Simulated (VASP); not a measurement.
# AlO2 (F-43m) in VASP: relaxation of cell and atoms with PBE

Aim: the relaxation of cell and atoms of AlO2 with PBE.

All numbers are computed with VASP 6.6.1; they aren't measurements. Logs are shortened: lines on timing, memory, paths and dates and some standing lists are left out, and cuts for length are marked.

## Step 1: The cell of the first run

Symmetry: F-43m, No. 216, cubic system. The conventional cell has a = 4.889 Å, b = 4.889 Å, c = 4.889 Å, α = 90.00°, β = 90.00°, γ = 90.00°. Al (site symmetry -43m) has 10 O at 2.12 to 2.44 Å within 2.8 Å. O (site symmetry -43m) has 4 O at 2.12 Å and 6 Al at 2.44 Å within 2.8 Å. O (site symmetry -43m) has 4 Al at 2.12 Å and 4 O at 2.12 Å within 2.8 Å.

The cell was built from a structure type or drawn by symmetry, and may not be a known phase.

## Step 2: Relaxation of cell and atoms, PBE, collinear spin, ferromagnetic start

INCAR reads:

```
SYSTEM = AlO2
ALGO = Normal
EDIFF = 1E-6
EDIFFG = -0.01
ENCUT = 600
GGA = PE
IBRION = 2
ISIF = 3
ISMEAR = 0
ISPIN = 2
LASPH = .True.
LCHARG = .False.
LORBIT = 11
LREAL = .False.
LWAVE = .False.
MAGMOM = 0 0.55 0.55
NELM = 150
NSW = 100
PREC = Accurate
SIGMA = 0.1
```

KPOINTS reads:

```
k-points
0
Gamma
  16 16 16
  0 0 0
```

POSCAR reads:

```
AlO2
1.0
    0.0000000000      2.4445074875      2.4445074875
    2.4445074875      0.0000000000      2.4445074875
    2.4445074875      2.4445074875      0.0000000000
Al O
1 2
Direct
    0.5000000000      0.5000000000      0.5000000000
    0.0000000000      0.0000000000      0.0000000000
    0.7500000000      0.7500000000      0.7500000000
```

Potentials or basis: VASP PAW PBE potentials, release 64 (Al, O).

On the command line:

```sh
$ cat potpaw_PBE.64/Al/POTCAR potpaw_PBE.64/O/POTCAR > POTCAR
$ mpirun -np 1 vasp_std > vasp.out
```

OUTCAR:

```text
SYSTEM = AlO2
   EDIFF = 1E-6
   EDIFFG = -0.01
   ENCUT = 600
   GGA = PE
   IBRION = 2
   ISIF = 3
   ISMEAR = 0
   ISPIN = 2
   LASPH = .True.
   LORBIT = 11
   LREAL = .False.
   NELM = 150
   NSW = 100
   PREC = Accurate

 ion  position               nearest neighbor table
   1  0.500  0.500  0.500-   3 2.12   3 2.12   3 2.12   3 2.12   2 2.44   2 2.44   2 2.44   2 2.44
                             2 2.44   2 2.44
   2  0.000  0.000  0.000-   1 2.44   1 2.44   1 2.44   1 2.44   1 2.44   1 2.44
   3  0.750  0.750  0.750-   1 2.12   1 2.12   1 2.12   1 2.12

  LATTYP: Found a face centered cubic cell.
 ALAT       =     4.8890149750

  Lattice vectors:

 A1 = (   0.0000000000,   2.4445074875,   2.4445074875)
 A2 = (   2.4445074875,   0.0000000000,   2.4445074875)
 A3 = (   2.4445074875,   2.4445074875,   0.0000000000)

Analysis of symmetry for initial positions (statically):
=====================================================================
 Subroutine PRICEL returns:
 Original cell was already a primitive cell.

 Routine SETGRP: Setting up the symmetry group for a
 face centered cubic supercell.

 Subroutine GETGRP returns: Found 24 space group operations
 (whereof 24 operations were pure point group operations)
 out of a pool of 48 trial point group operations.

The static configuration has the point symmetry T_d .

Analysis of symmetry for dynamics (positions and initial velocities):
=====================================================================
 Subroutine PRICEL returns:
 Original cell was already a primitive cell.

 Routine SETGRP: Setting up the symmetry group for a
 face centered cubic supercell.

 Subroutine GETGRP returns: Found 24 space group operations
 (whereof 24 operations were pure point group operations)
 out of a pool of 48 trial point group operations.

The dynamic configuration has the point symmetry T_d .

Analysis of structural, dynamic, and magnetic symmetry:
=====================================================================
 Subroutine PRICEL returns:
 Original cell was already a primitive cell.

 Routine SETGRP: Setting up the symmetry group for a
 face centered cubic supercell.

 Subroutine GETGRP returns: Found 24 space group operations
 (whereof 24 operations were pure point group operations)
 out of a pool of 48 trial point group operations.

The overall configuration has the point symmetry T_d .

 Subroutine INISYM returns: Found 24 space group operations
 (whereof 24 operations are pure point group operations),
 and found     1 'primitive' translations

----------------------------------------------------------------------------------------

                                     Primitive cell

  volume of cell :      29.2149

  direct lattice vectors                    reciprocal lattice vectors
     0.000000000  2.444507488  2.444507488    -0.204540179  0.204540179  0.204540179
     2.444507488  0.000000000  2.444507488     0.204540179 -0.204540179  0.204540179
     2.444507488  2.444507488  0.000000000     0.204540179  0.204540179 -0.204540179

  length of vectors
     3.457055642  3.457055642  3.457055642     0.354273983  0.354273983  0.354273983

  position of ions in fractional coordinates (direct lattice)
     0.500000000  0.500000000  0.500000000
     0.000000000  0.000000000  0.000000000
     0.750000000  0.750000000  0.750000000

  ion indices of the primitive-cell ions
   primitive index   ion index
                 1           1
                 2           2
                 3           3

----------------------------------------------------------------------------------------

 KPOINTS: k-points

Automatic generation of k-mesh.
 Grid dimensions read from file:
 generate k-points for:   16   16   16

 Generating k-lattice:

  Cartesian coordinates                     Fractional coordinates (reciprocal lattice)
    -0.012783761  0.012783761  0.012783761     0.062500000  0.000000000  0.000000000
     0.012783761 -0.012783761  0.012783761     0.000000000  0.062500000  0.000000000
     0.012783761  0.012783761 -0.012783761     0.000000000  0.000000000  0.062500000

  Length of vectors
     0.022142124  0.022142124  0.022142124

  Shift w.r.t. Gamma in fractional coordinates (k-lattice)
     0.000000000  0.000000000  0.000000000

 Subroutine IBZKPT returns following result:
 ===========================================

 Found    145 irreducible k-points:

 Following reciprocal coordinates:
            Coordinates               Weight
  0.000000  0.000000  0.000000      1.000000
  0.062500  0.000000  0.000000      8.000000
  0.125000  0.000000  0.000000      8.000000
  0.187500  0.000000  0.000000      8.000000
  0.250000  0.000000  0.000000      8.000000
  0.312500  0.000000  0.000000      8.000000
[... 16 lines left out ...]
 -0.125000  0.062500  0.000000     24.000000
 -0.062500  0.062500  0.000000     12.000000
 [... further k-points ...]
   k-points           NKPTS =    145   k-points in BZ     NKDIM =    145   number of bands    NBANDS=     12
   number of dos      NEDOS =    301   number of ions     NIONS =      3
   total plane-waves  NPLWV =  21952
   dimension x,y,z NGX =    28 NGY =   28 NGZ =   28
   dimension x,y,z NGXF=    56 NGYF=   56 NGZF=   56
   ions per type =               1   2
   NGX,Y,Z   is equivalent  to a cutoff of  13.46, 13.46, 13.46 a.u.
   NGXF,Y,Z  is equivalent  to a cutoff of  26.93, 26.93, 26.93 a.u.
 SYSTEM =  AlO2
   PREC   = accura    normal or accurate (medium, high low for compatibility)
   ISTART =      0    job   : 0-new  1-cont  2-samecut
   ICHARG =      2    charge: 1-file 2-atom 10-const
   ISPIN  =      2    spin polarized calculation?
   LNONCOLLINEAR =      F non collinear calculations
   LSORBIT =      F    spin-orbit coupling
   LASPH  =      T    aspherical Exc in radial PAW
   ENCUT  =  600.0 eV  44.10 Ry    6.64 a.u.   6.90  6.90  6.90*2*pi/ulx,y,z
   NELM   =    150;   NELMIN=  2; NELMDL= -5     # of ELM steps
   EDIFF  = 0.1E-05   stopping-criterion for ELM
   LREAL  =      F    real-space projection
   EDIFFG = -.1E-01   stopping-criterion for IOM
   NSW    =    100    number of steps for IOM
   IBRION =      2    ionic relax: 0-MD 1-quasi-New 2-CG
   NFREE  =      1    steps in history (QN), initial steepest desc. (CG)
   ISIF   =      3    stress and relaxation
   ISYM   =      2    0-nonsym 1-usesym 2-fastsym
   POTIM  = 0.5000    time-step for ionic-motion
   TEBEG  =    0.0;   TEEND  =   0.0 temperature during run
   PSTRESS=    0.0 pullay stress
   NELECT =      15.0000    total number of electrons
   NUPDOWN=      -1.0000    fix difference up-down
   EMIN   =  10.00;   EMAX   =-10.00  energy-range for DOS
   EFERMI =   0.00;   METHOD = LEGACY
   ISMEAR =     0;   SIGMA  =   0.10  broadening in eV -4-tet -1-fermi 0-gaus
   EFERMI_NEDOS =   21; number of points for ismear=-14 and -15
   IALGO  =     38    algorithm
   IMIX   =      4    mixing-type and parameters
     AMIX     =   0.40;   BMIX     =  1.00
     AMIX_MAG =   1.60;   BMIX_MAG =  1.00
  volume/ion in A,a.u.               =       9.74        65.72
  Fermi-wavevector in a.u.,A,eV,Ry     =   1.310903  2.477247 23.381157  1.718467
  Thomas-Fermi vector in A             =   2.441401
   LORBIT       =     11    0 simple, 1 ext, 2 COOP (PROOUT), +10 PAW based schemes
   GGA     = PE    functional components
   LHFCALC =     F    Hartree Fock is set to
   AEXX    =    0.0000 exact exchange contribution
   IVDW    =     0    specifies the selected vdW correction
   LEPSILON=     F    determine dielectric tensor
   LRPA    =     F    only Hartree local field effects (RPA)
 conjugate gradient relaxation of ions
 spin polarized calculation
 Gauss-broadening in eV      SIGMA  =   0.10
  energy-cutoff  :      600.00
  volume of cell :       29.21
 maximum number of plane-waves:       992
   NGX = 13   NGY = 13   NGZ = 13

--------------------------------------- Ionic step        1  -------------------------------------------

 number of electron      15.0000006 magnetization       1.0005822

 Free energy of the ion-electron system (eV)
  ---------------------------------------------------
  ext. energy  EPLUGINS =         0.00000000
  ---------------------------------------------------
  free energy    TOTEN  =       -15.29875238 eV

  energy without entropy =      -15.28841974  energy(sigma->0) =      -15.29358606

------------------------ aborting loop because EDIFF is reached ----------------------------------------

  FORCE on cell =-STRESS in cart. coord.  units (eV):
  Direction    XX          YY          ZZ          XY          YZ          ZX
  --------------------------------------------------------------------------------------
  -------------------------------------------------------------------------------------
  Total       -0.1048629     -0.1048629     -0.1048629      0.0000000     -0.0000000      0.0000000
  in kB       -5.7508028     -5.7508028     -5.7508028      0.0000000     -0.0000000      0.0000000
  external PRESSURE =      -5.7508028 kB  Pullay stress =       0.0000000 kB
[... 59 lines left out ...]
  energy  without entropy=      -15.2886671906  energy(sigma->0) =      -15.29379451

--------------------------------------- Ionic step        3  -------------------------------------------

 number of electron      15.0000005 magnetization       1.0004133

 Free energy of the ion-electron system (eV)
  ---------------------------------------------------
  ext. energy  EPLUGINS =         0.00000000
  ---------------------------------------------------
  free energy    TOTEN  =       -15.29894811 eV

  energy without entropy =      -15.28867355  energy(sigma->0) =      -15.29381083

 E-fermi :   6.5630     XC(G=0): -11.1847

 val. band max:        6.5627742830   @ k =   0.4375   0.1250   0.0000
 cond. band min:       6.5631441014   @ k =  -0.2500   0.3125   0.0625
 fundamental gap:      0.0003698184
 Fermi energy:         6.5629631564

 spin component 1

 k-point     1 :       0.0000    0.0000    0.0000
  band No.  band energies     occupation
      1     -14.6129      1.00000
      2      -8.9042      1.00000
      3       2.0303      1.00000
      4       2.0304      1.00000
      5       2.0304      1.00000
      6       4.0325      1.00000
      7       4.0325      1.00000
      8       4.0325      1.00000
      9       6.3944      0.99142
     10      16.1278      0.00000
     11      16.1278      0.00000
     12      16.1278      0.00000
[... 331 lines left out ...]
 k-point    24 :      -0.0625    0.0625    0.0000
  band No.  band energies     occupation
      1     -14.5149      1.00000
      2      -9.0350      1.00000
      3       1.6460      1.00000
      4       1.8350      1.00000
      5       1.9677      1.00000
      6       3.8388      1.00000
      7       4.1109      1.00000
      8       4.3470      1.00000
      9       7.1241      0.00000
     10      15.4902      0.00000
     11      15.5114      0.00000
     12      16.2525      0.00000

 [... further k-points ...]

 spin component 2

 k-point     1 :       0.0000    0.0000    0.0000
  band No.  band energies     occupation
      1     -13.9752      1.00000
      2      -7.9283      1.00000
      3       2.6539      1.00000
      4       2.6539      1.00000
      5       2.6539      1.00000
      6       4.8513      1.00000
      7       4.8513      1.00000
      8       4.8513      1.00000
      9       6.5102      0.77219
     10      16.1234      0.00000
     11      16.1234      0.00000
     12      16.1234      0.00000
[... 375 lines left out ...]
  FREE ENERGIE OF THE ION-ELECTRON SYSTEM (eV)
  ---------------------------------------------------
  free  energy   TOTEN  =       -15.2989481094 eV

  energy  without entropy=      -15.2886735480  energy(sigma->0) =      -15.29381083

 reached required accuracy - stopping structural energy minimisation

 total charge

# of ion       s       p       d       tot
------------------------------------------
    1        0.294   0.245   0.000   0.539
    2        1.616   3.265   0.000   4.881
    3        1.610   3.343   0.000   4.953
--------------------------------------------------
tot          3.520   6.853   0.000  10.373

 magnetization (x)

# of ion       s       p       d       tot
------------------------------------------
    1       -0.008  -0.009   0.000  -0.017
    2        0.006   0.551   0.000   0.558
    3        0.003   0.342   0.000   0.345
--------------------------------------------------
tot          0.002   0.884   0.000   0.886
```

It took 79 s on 1 thread of Intel Xeon 6975P-C (Granite Rapids), shared host; peak memory 0.23 GiB.

What came out:

* Free energy: -15.2989 eV
* Relaxed volume: 9.70 Å³/atom
* Relaxed cell: a = 3.453 Å, b = 3.453 Å, c = 3.453 Å, α = 60.00°, β = 60.00°, γ = 60.00°
* Space group after relaxing (to 0.1 Å): F-43m (No. 216)
* Energy gained by relaxing: 0.1 meV/atom
* Ionic steps: 3
* Pressure after relaxing: 0.0 GPa
* Band gap on the k mesh: zero (filled and empty bands overlap)
* Net moment: 1.00 μB per cell
* Site moments: Al -0.02; O +0.56, +0.34 μB
* Valence electrons inside the program's atomic spheres: Al 0.54; O 4.88, 4.95

Step by step:
```
step  energy change (eV)  largest force (eV/Å)  pressure (GPa)  volume (Å³)
   1              0.0000                0.0000           -0.58        29.21
   2             -0.0002                0.0000            0.21        29.07
   3             -0.0002                0.0000            0.01        29.11
```

Final structure:
```
Al O
1.0
     0.00000    2.44147    2.44147
     2.44147    0.00000    2.44147
     2.44147    2.44147    0.00000
Al O
1 2
Direct
  0.50000 0.50000 0.50000
  0.00000 0.00000 0.00000
  0.75000 0.75000 0.75000
```
